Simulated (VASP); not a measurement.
# PbO (P4/nmm) in VASP: settings compared

Aim: see how the results for PbO move with the level of theory and the settings. Levels: SVWN5, BLYP. Tasks: single point.

Everything below comes from runs of VASP 6.6.1. Logs are shortened: lines on timing, memory, paths and dates and some standing lists are left out, and cuts for length are marked.

**1. The cell of the first run**

Symmetry: P4/nmm, No. 129, tetragonal system. The conventional cell has a = 3.936 Å, b = 3.936 Å, c = 4.942 Å, α = 90.00°, β = 90.00°, γ = 90.00°. Within 3.0 Å of Pb (site symmetry 4mm) lie 4 O at 2.30 Å. Within 3.0 Å of O (site symmetry -4m2) lie 4 Pb at 2.30 Å and 4 O at 2.78 Å.

**2. Single point, SVWN5**

INCAR reads:

```
PREC     = Accurate       # precision mode
ENCUT    = 600            # plane-wave cutoff, eV
EDIFF    = 1E-6           # SCF threshold, eV
ISMEAR   = -1             # smearing method
SIGMA    = 0.05           # smearing width, eV
LREAL    = F              # projectors in reciprocal space
LASPH    = T              # aspherical terms in the spheres
NELM     = 120            # most SCF steps
ALGO     = Normal         # electronic algorithm
ISIF     = 2              # what is computed and relaxed
LWAVE    = F              # write WAVECAR
LCHARG   = F              # write CHGCAR
GGA      = VW             # functional
NBANDS   = 28             # bands
GGA_COMPAT= F
```

KPOINTS reads:

```
Automatic mesh
0
Gamma
  7 7 6
```

POSCAR reads:

```
PbO
1.0
    3.9360744706      0.0000000000      0.0000000000
    0.0000000000      3.9360744706      0.0000000000
    0.0000000000      0.0000000000      4.9422889970
Pb O
2 2
Direct
    0.5000000000      0.0000000000      0.7600000000
    0.0000000000      0.5000000000      0.2400000000
    0.5000000000      0.5000000000      0.0000000000
    0.0000000000      0.0000000000      0.0000000000
```

Potentials or basis: VASP PAW PBE potentials, release 64 (Pb_d, O).

The run is started by

```bash
$ cat potpaw_PBE.64/Pb_d/POTCAR potpaw_PBE.64/O/POTCAR > POTCAR
$ mpirun -np 1 vasp_std > vasp.out
```

OUTCAR:

```text
PREC = Accurate
   ENCUT = 600
   EDIFF = 1E-6
   ISMEAR = -1
   LREAL = F
   LASPH = T
   NELM = 120
   ISIF = 2
   GGA = VW

 ion  position               nearest neighbor table
   1  0.500  0.000  0.760-   3 2.30   4 2.30   3 2.30   4 2.30   2 3.66   2 3.66   2 3.66   2 3.66
                             2 3.79   2 3.79   2 3.79   2 3.79
   2  0.000  0.500  0.240-   3 2.30   4 2.30   4 2.30   3 2.30   1 3.66   1 3.66   1 3.66   1 3.66
                             1 3.79   1 3.79   1 3.79   1 3.79
   3  0.500  0.500  0.000-   1 2.30   2 2.30   1 2.30   2 2.30
   4  0.000  0.000  0.000-   1 2.30   2 2.30   2 2.30   1 2.30

  LATTYP: Found a simple tetragonal cell.
 ALAT       =     3.9360744706
 C/A-ratio  =     1.2556390978

  Lattice vectors:

 A1 = (   3.9360744706,   0.0000000000,   0.0000000000)
 A2 = (   0.0000000000,   3.9360744706,   0.0000000000)
 A3 = (   0.0000000000,   0.0000000000,   4.9422889970)

Analysis of symmetry for initial positions (statically):
=====================================================================
 Subroutine PRICEL returns:
 Original cell was already a primitive cell.

 Routine SETGRP: Setting up the symmetry group for a
 simple tetragonal supercell.

 Subroutine GETGRP returns: Found 16 space group operations
 (whereof  8 operations were pure point group operations)
 out of a pool of 16 trial point group operations.

The static configuration has the point symmetry D_2d.
 The point group associated with its full space group is D_4h.

Analysis of symmetry for dynamics (positions and initial velocities):
=====================================================================
 Subroutine PRICEL returns:
 Original cell was already a primitive cell.

 Routine SETGRP: Setting up the symmetry group for a
 simple tetragonal supercell.

 Subroutine GETGRP returns: Found 16 space group operations
 (whereof  8 operations were pure point group operations)
 out of a pool of 16 trial point group operations.

The dynamic configuration has the point symmetry D_2d.
 The point group associated with its full space group is D_4h.

 Subroutine INISYM returns: Found 16 space group operations
 (whereof  8 operations are pure point group operations),
 and found     1 'primitive' translations

----------------------------------------------------------------------------------------

                                     Primitive cell

  volume of cell :      76.5693

  direct lattice vectors                    reciprocal lattice vectors
     3.936074471  0.000000000  0.000000000     0.254060234  0.000000000  0.000000000
     0.000000000  3.936074471  0.000000000     0.000000000  0.254060234  0.000000000
     0.000000000  0.000000000  4.942288997     0.000000000  0.000000000  0.202335396

  length of vectors
     3.936074471  3.936074471  4.942288997     0.254060234  0.254060234  0.202335396

  position of ions in fractional coordinates (direct lattice)
     0.500000000  0.000000000  0.760000000
     0.000000000  0.500000000  0.240000000
     0.500000000  0.500000000  0.000000000
     0.000000000  0.000000000  0.000000000

  ion indices of the primitive-cell ions
   primitive index   ion index
                 1           1
                 2           2
                 3           3
                 4           4

----------------------------------------------------------------------------------------

 KPOINTS: Automatic mesh

Automatic generation of k-mesh.
 Grid dimensions read from file:
 generate k-points for:    7    7    6

 Generating k-lattice:

  Cartesian coordinates                     Fractional coordinates (reciprocal lattice)
     0.036294319  0.000000000  0.000000000     0.142857143  0.000000000  0.000000000
     0.000000000  0.036294319  0.000000000     0.000000000  0.142857143  0.000000000
     0.000000000  0.000000000  0.033722566     0.000000000  0.000000000  0.166666667

  Length of vectors
     0.036294319  0.036294319  0.033722566

  Shift w.r.t. Gamma in fractional coordinates (k-lattice)
     0.000000000  0.000000000  0.000000000

[... 46 lines left out ...]
  ---------------------------------------------------
  free energy    TOTEN  =       -24.39673654 eV

  energy without entropy =      -24.39673645  energy(sigma->0) =      -24.39673650

 E-fermi :   5.8238     XC(G=0): -10.4847

 val. band max:        5.1452639097   @ k =   0.1429   0.0000   0.0000
 cond. band min:       6.4779280299   @ k =   0.4286   0.4286   0.0000
 fundamental gap:      1.3326641202
 Fermi energy:         5.8238233099

 k-point     1 :       0.0000    0.0000    0.0000
  band No.  band energies     occupation
      1     -13.2632      2.00000
      2     -12.6419      2.00000
      3     -10.8025      2.00000
      4     -10.8025      2.00000
      5     -10.7248      2.00000
      6     -10.7160      2.00000
[... 20 lines left out ...]
     27      12.6100      0.00000
     28      13.1462      0.00000

 k-point     2 :       0.1429    0.0000    0.0000
  band No.  band energies     occupation
      1     -13.2125      2.00000
      2     -12.6580      2.00000
      3     -10.7907      2.00000
      4     -10.7899      2.00000
      5     -10.7069      2.00000
      6     -10.7023      2.00000
[... 20 lines left out ...]
     27      12.8676      0.00000
     28      14.4575      0.00000

 k-point     3 :       0.2857    0.0000    0.0000
  band No.  band energies     occupation
      1     -13.0860      2.00000
      2     -12.7114      2.00000
      3     -10.7583      2.00000
      4     -10.7551      2.00000
      5     -10.6729      2.00000
      6     -10.6563      2.00000
[... 20 lines left out ...]
     27      13.2119      0.00000
     28      16.4785      0.00000

 k-point     4 :       0.4286    0.0000    0.0000
  band No.  band energies     occupation
      1     -12.9372      2.00000
      2     -12.8066      2.00000
      3     -10.7143      2.00000
      4     -10.7117      2.00000
      5     -10.6769      2.00000
      6     -10.6710      2.00000
[... 578 lines left out ...]
     27      13.7531      0.00000
     28      14.6069      0.00000

 k-point    23 :       0.2857    0.0000    0.3333
  band No.  band energies     occupation
      1     -13.0829      2.00000
      2     -12.7099      2.00000
      3     -10.7633      2.00000
      4     -10.7210      2.00000
      5     -10.6841      2.00000
      6     -10.6840      2.00000
[... 20 lines left out ...]
     27      14.0414      0.00000
     28      16.0320      0.00000

 k-point    24 :       0.4286    0.0000    0.3333
  band No.  band energies     occupation
      1     -12.9457      2.00000
      2     -12.8146      2.00000
      3     -10.7554      2.00000
      4     -10.7288      2.00000
      5     -10.6926      2.00000
      6     -10.6737      2.00000
[... 20 lines left out ...]
     27      14.4547      0.00000
     28      15.1966      0.00000

 [... further k-points ...]

------------------------ aborting loop because EDIFF is reached ----------------------------------------

  FORCE on cell =-STRESS in cart. coord.  units (eV):
  Direction    XX          YY          ZZ          XY          YZ          ZX
  --------------------------------------------------------------------------------------
  -------------------------------------------------------------------------------------
  Total        0.0068527      0.0068527     -0.1908412      0.0000000      0.0000000      0.0000000
  in kB        0.1433903      0.1433903     -3.9932636      0.0000000      0.0000000      0.0000000
  external PRESSURE =      -1.2354943 kB  Pullay stress =       0.0000000 kB

 VOLUME and BASIS-vectors are now :
 -----------------------------------------------------------------------------
  energy-cutoff  :      600.00
  volume of cell :       76.57
      direct lattice vectors                 reciprocal lattice vectors
     3.936074471  0.000000000  0.000000000     0.254060234  0.000000000  0.000000000
     0.000000000  3.936074471  0.000000000     0.000000000  0.254060234  0.000000000
     0.000000000  0.000000000  4.942288997     0.000000000  0.000000000  0.202335396

 POSITION                                       TOTAL-FORCE (eV/Angst)
 -----------------------------------------------------------------------------------
      1.96804      0.00000      3.75614        -0.000000      0.000000      0.022674
      0.00000      1.96804      1.18615         0.000000      0.000000     -0.022674
      1.96804      1.96804      0.00000         0.000000      0.000000      0.000000
      0.00000      0.00000      0.00000         0.000000     -0.000000      0.000000
 -----------------------------------------------------------------------------------
    total drift:                                0.000000     -0.000000      0.000000

  FREE ENERGIE OF THE ION-ELECTRON SYSTEM (eV)
  ---------------------------------------------------
  free  energy   TOTEN  =       -24.3967365431 eV

  energy  without entropy=      -24.3967364496  energy(sigma->0) =      -24.39673650
```

Run time: 1.8 min. Hardware: 1 thread of Intel Xeon 8259CL, shared host; peak memory 0.22 GiB.

Results:

| Quantity | Value |
| --- | --- |
| Free energy | -24.3967 eV |
| Pressure | -0.1 GPa |
| Largest force | 0.023 eV/Å |
| Band gap on the k mesh | 1.33 eV (least direct gap 2.33 eV) |

Forces in eV/Å, atoms in the order of the input:
```
Pb   0.000  0.000  0.023
Pb   0.000  0.000 -0.023
O    0.000  0.000  0.000
O    0.000  0.000  0.000
```

Levels at points of the mesh, in eV from the valence-band top:
| k point | band 17 | band 18 | band 19 | band 20 | band 21 | band 22 | band 23 | band 24 |
| --- | --- | --- | --- | --- | --- | --- | --- | --- |
| (0.00, 0.00, 0.00) | -1.81 | -1.75 | -1.75 | -0.01 | 2.44 | 5.50 | 5.61 | 5.61 |
| (0.00, 0.00, 0.50) | -1.85 | -1.79 | -1.79 | -1.05 | 1.88 | 3.87 | 3.87 | 4.24 |

Caveat: the PAW data sets were made with another functional, which shifts forces and pressure a little; spin-orbit coupling is left out, which moves the levels of the heavy elements; an odd mesh through Γ misses points on the zone boundary, where band edges can lie.

**3. Single point, BLYP**

This run uses another cell than the first one, of 19.54 Å³/atom.

INCAR reads:

```
AGGAC = 1.0
AGGAX = 1.0
ALDAC = 0.0
ALDAX = 1.0
ALGO = Normal
EDIFF = 1E-6
ENCUT = 600
GGA = B5
GGA_COMPAT = F
ISIF = 2
ISMEAR = -1
LASPH = T
LCHARG = F
LREAL = F
LWAVE = F
NBANDS = 28
NELM = 120
PREC = Accurate
SIGMA = 0.05
```

KPOINTS reads:

```
k-points
0
Gamma
  7 7 6
```

POSCAR reads:

```
PbO
1.0
    3.9632206696      0.0000000000      0.0000000000
    0.0000000000      3.9632206696      0.0000000000
    0.0000000000      0.0000000000      4.9763748258
Pb O
2 2
Direct
    0.5000000000      0.0000000000      0.7600000000
    0.0000000000      0.5000000000      0.2400000000
    0.5000000000      0.5000000000      0.0000000000
    0.0000000000      0.0000000000      0.0000000000
```

Potentials or basis: VASP PAW PBE potentials, release 64 (Pb_d, O).

The run is started by

```bash
$ cat potpaw_PBE.64/Pb_d/POTCAR potpaw_PBE.64/O/POTCAR > POTCAR
$ mpirun -np 1 vasp_std > vasp.out
```

Run time: 2.2 min. Hardware: 1 thread of Intel Xeon 8259CL, shared host; peak memory 0.25 GiB.

Results (log left out):

| Property | Result |
| --- | --- |
| Free energy | -19.8205 eV |
| Pressure | 9.0 GPa |
| Largest force | 0.604 eV/Å |
| Band gap on the k mesh | 1.49 eV (least direct gap 2.51 eV) |

Forces on the atoms (eV/Å):
```
Pb   0.000  0.000 -0.604
Pb   0.000  0.000  0.604
O    0.000  0.000  0.000
O    0.000  0.000  0.000
```

Stress tensor (GPa, compression positive):
```
9.76 0.00 0.00
0.00 9.76 0.00
0.00 0.00 7.51
```

Levels at points of the mesh, in eV from the valence-band top:
```tsv
k point	band 18	band 19	band 20	band 21	band 22	band 23
(0.00, 0.00, 0.00)	-1.65	-1.65	0.00	2.55	5.58	5.58
(0.00, 0.00, 0.50)	-1.68	-1.68	-0.99	2.14	3.95	3.95
```

Caveat: the cell stands under pressure; the PAW data sets were made with another functional, which shifts forces and pressure a little; spin-orbit coupling is left out, which moves the levels of the heavy elements; an odd mesh through Γ misses points on the zone boundary, where band edges can lie.

**4. Single point, SVWN5**

This run uses another cell than the first one, of 19.54 Å³/atom.

INCAR reads:

```
SYSTEM = PbO
ALGO = Normal ; EDIFF = 1E-6
ENCUT = 600 ; GGA = VW
GGA_COMPAT = .False. ; ISIF = 2
ISMEAR = -1 ; LASPH = .True.
LCHARG = .False. ; LREAL = .False.
LWAVE = .False. ; NBANDS = 28
NELM = 120 ; PREC = Accurate
SIGMA = 0.05
```

KPOINTS reads:

```
k-points
0
Gamma
  7 7 6
  0 0 0
```

POSCAR is that of step 3.

The run is started by

```bash
$ cat potpaw_PBE.64/Pb_d/POTCAR potpaw_PBE.64/O/POTCAR > POTCAR
$ mpirun -np 1 vasp_std > vasp.out
```

It took 88 s on 1 thread of Intel Xeon 8259CL, shared host; peak memory 0.23 GiB.

The run converged. Its results:

```yaml
Free_energy: -24.3877 eV
Pressure: -1.9 GPa
Largest_force: 0.305 eV/Å
Band_gap_on_the_k_mesh: 1.36 eV (least direct gap 2.30 eV)
```

Forces in eV/Å, atoms in the order of the input:
```
Pb   0.000  0.000  0.305
Pb   0.000  0.000 -0.305
O    0.000  0.000  0.000
O    0.000  0.000  0.000
```

Stress tensor (GPa, compression positive):
```
-1.90  0.00  0.00
 0.00 -1.90  0.00
 0.00  0.00 -2.01
```

Levels at points of the mesh, in eV from the valence-band top:
```
           k point  band 17  band 18  band 19  band 20  band 21  band 22  band 23  band 24
(0.00, 0.00, 0.00)    -1.70    -1.64    -1.64    -0.01     2.40     5.49     5.57     5.57
(0.00, 0.00, 0.50)    -1.75    -1.67    -1.67    -0.97     1.89     3.88     3.88     4.22
```

Caveat: the PAW data sets were made with another functional, which shifts forces and pressure a little; spin-orbit coupling is left out, which moves the levels of the heavy elements; an odd mesh through Γ misses points on the zone boundary, where band edges can lie.

**5. Single point, BLYP**

This run uses another cell than the first one, of 19.94 Å³/atom.

INCAR reads:

```
SYSTEM = PbO
AGGAC = 1.0
AGGAX = 1.0
ALDAC = 0.0
ALDAX = 1.0
ALGO = Normal
EDIFF = 1E-6
ENCUT = 600
GGA = B5
GGA_COMPAT = .False.
ISIF = 2
ISMEAR = -1
LASPH = .True.
LCHARG = .False.
LREAL = .False.
LWAVE = .False.
NBANDS = 28
NELM = 120
PREC = Accurate
SIGMA = 0.05
```

KPOINTS is that of step 4.

POSCAR reads:

```
PbO
1.0
    3.9900000000      0.0000000000      0.0000000000
    0.0000000000      3.9900000000      0.0000000000
    0.0000000000      0.0000000000      5.0100000000
Pb O
2 2
Direct
    0.5000000000      0.0000000000      0.7600000000
    0.0000000000      0.5000000000      0.2400000000
    0.5000000000      0.5000000000      0.0000000000
    0.0000000000      0.0000000000      0.0000000000
```

The run is started by

```bash
$ cat potpaw_PBE.64/Pb_d/POTCAR potpaw_PBE.64/O/POTCAR > POTCAR
$ mpirun -np 1 vasp_std > vasp.out
```

Run time: 1.7 min. Hardware: 1 thread of Intel Xeon 8259CL, shared host; peak memory 0.25 GiB.

The run converged. Its results:

```yaml
Free_energy: -19.9015 eV
Pressure: 7.0 GPa
Largest_force: 0.321 eV/Å
Band_gap_on_the_k_mesh: 1.52 eV (least direct gap 2.48 eV)
```

Forces on the atoms (eV/Å):
```
Pb   0.000  0.000 -0.321
Pb   0.000  0.000  0.321
O    0.000  0.000  0.000
O    0.000  0.000  0.000
```

Stress tensor (GPa, compression positive):
```
7.60 0.00 0.00
0.00 7.60 0.00
0.00 0.00 5.68
```

Levels at points of the mesh, in eV from the valence-band top:
```csv
k point,band 17,band 18,band 19,band 20,band 21,band 22,band 23,band 24
"(0.00, 0.00, 0.00)",-1.62,-1.55,-1.55,0.00,2.51,5.54,5.54,5.63
"(0.00, 0.00, 0.50)",-1.66,-1.58,-1.58,-0.92,2.14,3.95,3.95,4.33
```

Caveat: the cell stands under pressure; the PAW data sets were made with another functional, which shifts forces and pressure a little; spin-orbit coupling is left out, which moves the levels of the heavy elements; an odd mesh through Γ misses points on the zone boundary, where band edges can lie. BLYP gaps usually lie below the measured ones, often by a third to a half.

**6. Single point, SVWN5**

This run uses another cell than the first one, of 19.94 Å³/atom.

INCAR reads:

```
PREC = Accurate
ENCUT = 600
EDIFF = 1E-6
ISMEAR = -1
SIGMA = 0.05
LREAL = False
LASPH = True
NELM = 120
ALGO = Normal
ISIF = 2
LWAVE = False
LCHARG = False
GGA = VW
NBANDS = 28
GGA_COMPAT = False
```

KPOINTS reads:

```
Automatic mesh
0
Gamma
  7 7 6
```

POSCAR is that of step 5.

Potentials or basis: VASP PAW PBE potentials, release 64 (Pb_d, O).

The run is started by

```bash
$ cat potpaw_PBE.64/Pb_d/POTCAR potpaw_PBE.64/O/POTCAR > POTCAR
$ mpirun -np 1 vasp_std > vasp.out
```

It took 84 s on 1 thread of Intel Xeon 8259CL, shared host; peak memory 0.23 GiB.

Results (log left out):

```yaml
Free_energy: -24.3616 eV
Pressure: -3.6 GPa
Largest_force: 0.566 eV/Å
Band_gap_on_the_k_mesh: 1.39 eV (least direct gap 2.28 eV)
```

Forces on the atoms (eV/Å):
```
Pb   0.000  0.000  0.566
Pb   0.000  0.000 -0.566
O    0.000  0.000  0.000
O    0.000  0.000  0.000
```

Stress tensor (GPa, compression positive):
```
-3.61  0.00  0.00
 0.00 -3.61  0.00
 0.00  0.00 -3.45
```

Levels at points of the mesh, in eV from the valence-band top:
| k point | band 17 | band 18 | band 19 | band 20 | band 21 | band 22 | band 23 | band 24 |
| --- | --- | --- | --- | --- | --- | --- | --- | --- |
| (0.00, 0.00, 0.00) | -1.61 | -1.54 | -1.54 | 0.00 | 2.36 | 5.46 | 5.52 | 5.52 |
| (0.00, 0.00, 0.50) | -1.65 | -1.57 | -1.57 | -0.89 | 1.89 | 3.88 | 3.88 | 4.20 |

Caveat: the cell stands under tension; the PAW data sets were made with another functional, which shifts forces and pressure a little; spin-orbit coupling is left out, which moves the levels of the heavy elements; an odd mesh through Γ misses points on the zone boundary, where band edges can lie.

**7. The runs side by side**

```tsv
level	cell	gap on the mesh (eV)	pressure (GPa)	largest force (eV/Å)
SVWN5	a = 3.936, b = 3.936, c = 4.942 Å, 4 atoms	1.33	-0.1	0.02
BLYP	a = 3.963, b = 3.963, c = 4.976 Å, 4 atoms	1.49	9.0	0.60
SVWN5	a = 3.963, b = 3.963, c = 4.976 Å, 4 atoms	1.36	-1.9	0.31
BLYP	a = 3.990, b = 3.990, c = 5.010 Å, 4 atoms	1.52	7.0	0.32
SVWN5	a = 3.990, b = 3.990, c = 5.010 Å, 4 atoms	1.39	-3.6	0.57
```

Alike in all rows: task single point; potentials or basis VASP PAW PBE potentials, release 64 (Pb_d, O); no spin polarisation; k mesh 7 × 7 × 6; cutoff (eV) 600; smearing fermi-dirac 0.05 eV.

Caveats: the PAW data sets were made with another functional, which shifts forces and pressure a little; spin-orbit coupling is left out, which moves the levels of the heavy elements; an odd mesh through Γ misses points on the zone boundary, where band edges can lie; the cell stands under pressure (at least some runs); the cell stands under tension (at least some runs).

Absolute energies hang on the potentials; compare differences alone.
